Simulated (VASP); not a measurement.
Write the native input for VASP 6.6.1 that does the following.

```
Task                   : single point
Functional             : PBE
Potentials or basis    : VASP PAW PBE potentials, release 64 (Mn_pv)
Cutoff                 : 520 eV
k mesh                 : 18 × 18 × 18
Occupations            : fermi-dirac, width 0.1 eV
Spin                   : no spin polarisation
Dipole correction      : no
Further INCAR settings : ALGO = Normal; EDIFF = 1e-06; NBANDS = 20
```

The structure of Mn lies in POSCAR:

```
Mn
1.0
    0.0000000000      2.4761568683      2.4761568683
    2.4761568683      0.0000000000      2.4761568683
    2.4761568683      2.4761568683      0.0000000000
Mn
2
Direct
    0.1250000000      0.1250000000      0.1250000000
    0.8750000000      0.8750000000      0.8750000000
```

This isn't the form of Mn at room conditions, which is a 58-atom cubic cell.

The input as run:

INCAR

```
SYSTEM = Mn
PREC = Accurate
ENCUT = 520
EDIFF = 1E-6
ISMEAR = -1
SIGMA = 0.1
LREAL = .False.
LASPH = .True.
NELM = 60
ALGO = Normal
ISIF = 2
LWAVE = .False.
LCHARG = .False.
GGA = PE
NBANDS = 20
```

KPOINTS

```
regular mesh
0
Gamma
  18 18 18
  0 0 0
```

Potentials or basis: VASP PAW PBE potentials, release 64 (Mn_pv).

Run with:

```bash
$ cat potpaw_PBE.64/Mn_pv/POTCAR > POTCAR
$ mpirun -np 1 vasp_std > vasp.out
```

It gave:

```
Pressure               : 0.5 GPa
Band gap on the k mesh : zero (bands 13 and 14 overlap by 0.69 eV)
```

Caveat: the run has no spin polarisation, though such a crystal can be magnetic.

Run time: 63 s on 1 thread of Intel(R) Xeon(R) Platinum 8488C (Sapphire Rapids), on a shared host, peak memory 0.22 GiB.
